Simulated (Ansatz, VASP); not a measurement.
**P in VASP and in Ansatz**

Contents of INCAR:

```
SYSTEM = P
  ALGO = Normal
  EDIFF = 1E-6
  ENCUT = 500
  GGA = PE
  GGA_COMPAT = .FALSE.
  ISIF = 2
  ISMEAR = 0
  LASPH = .TRUE.
  LCHARG = .TRUE.
  LELF = .TRUE.
  LREAL = .FALSE.
  LVHAR = .TRUE.
  LWAVE = .FALSE.
  NBANDS = 8
  NELM = 120
  PREC = Accurate
  SIGMA = 0.1
```

The input KPOINTS:

```
k-points
0
G
  8 8 8
  0 0 0
```

The input POSCAR:

```
P
1.0
    0.0000000000      2.0342781400      2.0342781400
    2.0342781400      0.0000000000      2.0342781400
    2.0342781400      2.0342781400      0.0000000000
P
1
Direct
    0.0000000000      0.0000000000      0.0000000000
```

Input for Ansatz:

```yaml
crystal:
  lattice:
    - [0.0, 2.03427814, 2.03427814]
    - [2.03427814, 0.0, 2.03427814]
    - [2.03427814, 2.03427814, 0.0]
  atoms:
    - { symbol: P, position: [0.0, 0.0, 0.0] }
basis:
  ecutwfc: 420
kpoints:
  mp_grid: { grid: [8, 8, 8] }
hamiltonian:
  xc: pbe
scf:
  occupations: { method: gaussian, width: 0.1 }
output:
  forces: true
  stress: true
  eigenvalues: true
```

Alike in both runs: task single point; functional PBE; k mesh 8 × 8 × 8; occupations gaussian, width 0.1 eV; no spin polarisation.

|  | VASP | Ansatz |
| --- | --- | --- |
| version | VASP 6.6.1 | Ansatz 0.2.0 |
| potentials or method | VASP PAW PBE potentials, release 64 (P), cutoff 500 eV | scalar-relativistic, plane waves, PAW |
| valence electrons in the cell | 5 | 5 |

VASP gave:

| Item | Value |
| --- | --- |
| gap on the k mesh at the Fermi level (eV) | none |
| pressure (GPa) | -8.3 |

Question: What did Ansatz give for the same quantities?

Answer: gap on the k mesh at the Fermi level (eV): none; pressure (GPa): -8.2.

A gap of «none» marks a metal or a gap that the smearing closes.
